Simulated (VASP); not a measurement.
A run of VASP 6.6.1 is set up as follows.

Contents of INCAR:

```
PREC     = Accurate       # precision mode
ENCUT    = 520            # plane-wave cutoff, eV
EDIFF    = 1E-6           # SCF threshold, eV
ISMEAR   = 0              # smearing method
SIGMA    = 0.01           # smearing width, eV
LREAL    = F              # projectors in reciprocal space
LASPH    = T              # aspherical terms in the spheres
NELM     = 100            # most SCF steps
ALGO     = Normal         # electronic algorithm
ISIF     = 2              # what is computed and relaxed
LWAVE    = F              # write WAVECAR
LCHARG   = F              # write CHGCAR
GGA      = PE             # functional
NBANDS   = 16             # bands
```

KPOINTS

```
regular mesh
0
Gamma
  8 8 8
```

The input POSCAR:

```
GaN
1.0
    0.0000000000      2.2535006100      2.2535006100
    2.2535006100      0.0000000000      2.2535006100
    2.2535006100      2.2535006100      0.0000000000
Ga N
1 1
Direct
    0.0000000000      0.0000000000      0.0000000000
    0.7500000000      0.7500000000      0.7500000000
```

Potentials or basis: VASP PAW PBE potentials, release 64 (Ga_d, N).

The run is started by

```console
$ cat potpaw_PBE.64/Ga_d/POTCAR potpaw_PBE.64/N/POTCAR > POTCAR
$ mpirun -np 1 vasp_std > vasp.out
```

(1) Predict the pressure.

(2) What does it give for the band gap on the k mesh?

Answers

(1) 5.1 GPa.

(2) 1.72 eV, direct.
